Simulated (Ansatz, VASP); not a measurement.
# Two plane-wave programs on CO2

File INCAR:

```
  ALGO = Normal
  EDIFF = 1E-6
  ENCUT = 1000
  GGA = PE
  GGA_COMPAT = F
  ISIF = 2
  ISMEAR = 0
  IVDW = 12
  LASPH = T
  LCHARG = F
  LREAL = F
  LWAVE = F
  NBANDS = 15
  NELM = 120
  NELMDL = -8
  PREC = Accurate
  SIGMA = 0.01
```

The input KPOINTS:

```
k-points
0
Gamma
  1 1 1
```

POSCAR

```
CO2
1.0
   10.3000000000      0.0000000000      0.0000000000
    0.0000000000     10.5000000000      0.0000000000
    0.0000000000      0.0000000000     10.7000000000
C O
1 2
Direct
    0.5000000000      0.5000000000      0.5000000000
    0.5655227881      0.5642747350      0.5630733381
    0.4344772119      0.4357252650      0.4369266619
```

Input for Ansatz:

```yaml
crystal:
  lattice:
    - [10.3, 0.0, 0.0]
    - [0.0, 10.5, 0.0]
    - [0.0, 0.0, 10.7]
  atoms:
    - { symbol: C, position: [0.5, 0.5, 0.5] }
    - { symbol: O, position: [0.5655227881, 0.564274735, 0.5630733381] }
    - { symbol: O, position: [0.4344772119, 0.435725265, 0.4369266619] }
basis:
  ecutwfc: 420
kpoints:
  mp_grid: { grid: [1, 1, 1] }
hamiltonian:
  xc: pbe
  dispersion: d3bj
scf:
  occupations: { method: gaussian, width: 0.01 }
output:
  forces: true
  eigenvalues: true
```

Alike in both runs: task single point; functional PBE; dispersion D3(BJ); k mesh 1 × 1 × 1; occupations gaussian, width 0.01 eV; no spin polarisation.

|  | VASP | Ansatz |
| --- | --- | --- |
| version | VASP 6.6.1 | Ansatz 0.2.0 |
| potentials or method | VASP PAW PBE potentials, release 64 (C_h, O_h), cutoff 1000 eV | scalar-relativistic, plane waves, PAW |
| valence electrons in the cell | 16 | 16 |

```csv
,VASP,Ansatz,Ansatz less VASP
gap on the k mesh at the Fermi level (eV),8.02,8.02,-0.006
rms of the force components (eV/Å),0.086,0.080,-0.0056
```

Atom by atom the forces differ by 0.006 eV/Å (rms over components).
